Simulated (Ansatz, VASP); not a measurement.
**KF: VASP beside Ansatz**

File INCAR:

```
SYSTEM = KF
  PREC = Accurate
  ENCUT = 520
  EDIFF = 1E-8
  ISMEAR = -1
  SIGMA = 0.08
  LREAL = .False.
  LASPH = .True.
  NELM = 80
  ALGO = Normal
  ISIF = 2
  LWAVE = .False.
  LCHARG = .False.
  GGA = PE
  LEFG = .True.
  NBANDS = 15
```

File KPOINTS:

```
Automatic mesh
0
Gamma
  16 16 16
  0 0 0
```

The input POSCAR:

```
KF
1.0
    0.0000000000      2.7098876288      2.7098876288
    2.7098876288      0.0000000000      2.7098876288
    2.7098876288      2.7098876288      0.0000000000
K F
1 1
Direct
    0.0221411395      0.0221411395     -0.0221411395
    0.5000000000      0.5000000000      0.5000000000
```

Input for Ansatz:

```yaml
crystal:
  lattice:
    - [0.0, 2.7098876288, 2.7098876288]
    - [2.7098876288, 0.0, 2.7098876288]
    - [2.7098876288, 2.7098876288, 0.0]
  atoms:
    - { symbol: K, position: [0.0221411395, 0.0221411395, -0.0221411395] }
    - { symbol: F, position: [0.5, 0.5, 0.5] }
kpoints:
  mp_grid: { grid: [16, 16, 16] }
scf:
  occupations: { method: fermi_dirac, width: 0.08 }
hamiltonian:
  xc: pbe
  pseudopotentials: { kind: all_electron, datasets: crystal }
output:
  forces: true
  stress: true
  eigenvalues: true
  efg: { contact_densities: true }
```

Alike in both runs: task electric field gradients; functional PBE; k mesh 16 × 16 × 16; occupations fermi-dirac, width 0.08 eV; no spin polarisation.

```csv
,VASP,Ansatz
version,VASP 6.6.1,Ansatz 0.2.0
potentials or method,"VASP PAW PBE potentials, release 64 (K_sv, F), cutoff 520 eV","all-electron PAW with datasets made for the crystal, scalar-relativistic"
```

|  | VASP | Ansatz | Ansatz less VASP |
| --- | --- | --- | --- |
| gap on the k mesh at the Fermi level (eV) | 5.95 | 5.96 | +0.011 |
| pressure (GPa) | 0.2 | 0.2 | -0.02 |
| traceless stress, the component that is largest in VASP (GPa) | 0.43 | 0.41 | -0.014 |
| rms of the force components (eV/Å) | 0.099 | 0.095 | -0.0040 |
| size of Vzz on the site where it differs most (V/Å²) | 1.6 | 1.6 | -0.04 |

Atom by atom the forces differ by 0.004 eV/Å (rms over components). Ansatz ran all-electron here, and VASP with PAW potentials.
